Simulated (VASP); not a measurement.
A run of VASP 6.6.1:

Contents of POSCAR:

```
BaTiO3
1.0
    2.8276681575      1.6325549719      2.3177316080
   -2.8276681575      1.6325549719      2.3177316080
    0.0000000000     -3.2651099438      2.3177316080
Ba Ti O
1 1 3
Direct
    0.0000000000      0.0000000000      0.0000000000
    0.5140000000      0.5140000000      0.5140000000
    0.4916000000      0.4916000000      0.9815000000
    0.4916000000      0.9815000000      0.4916000000
    0.9815000000      0.4916000000      0.4916000000
```

File INCAR.step1:

```
PREC = Accurate
ENCUT = 520
EDIFF = 1E-6
ISMEAR = -1
SIGMA = 0.05
LREAL = False
LASPH = True
NELM = 60
ALGO = Normal
ISIF = 2
LWAVE = False
LCHARG = True
LMAXMIX = 4
NBANDS = 28
```

KPOINTS.step1

```
Automatic mesh
0
Gamma
  9 9 9
```

Contents of INCAR.step2:

```
PREC = Accurate
ENCUT = 520
EDIFF = 1E-6
ISMEAR = -5
SIGMA = 0.05
LREAL = False
LASPH = True
NELM = 60
ALGO = Normal
ISIF = 2
LWAVE = False
LCHARG = False
LMAXMIX = 4
LORBIT = 10
NBANDS = 28
NEDOS = 2001
ICHARG = 11
```

File KPOINTS.step2:

```
Automatic mesh
0
Gamma
  14 14 14
```

Potentials or basis: VASP PAW LDA potentials, release 64 (Ba_sv, Ti_sv, O).

Run with:

```sh
$ cat potpaw_LDA.64/Ba_sv/POTCAR potpaw_LDA.64/Ti_sv/POTCAR potpaw_LDA.64/O/POTCAR > POTCAR
$ cp INCAR.step1 INCAR
$ cp KPOINTS.step1 KPOINTS
$ mpirun -np 1 vasp_std > vasp.out
$ cp INCAR.step2 INCAR
$ cp KPOINTS.step2 KPOINTS
$ mpirun -np 1 vasp_std > vasp.out
```

Hardware: 1 thread of Intel(R) Xeon(R) Platinum 8259CL CPU @ 2.50GHz (Skylake/Cascade Lake) (shared host).

Q: Estimate the wall time of this run.

A: Run time: 5.3 min on 1 thread of Intel(R) Xeon(R) Platinum 8259CL CPU @ 2.50GHz (Skylake/Cascade Lake), with other jobs on the host, peak memory 0.54 GiB. Counts: k points 288.
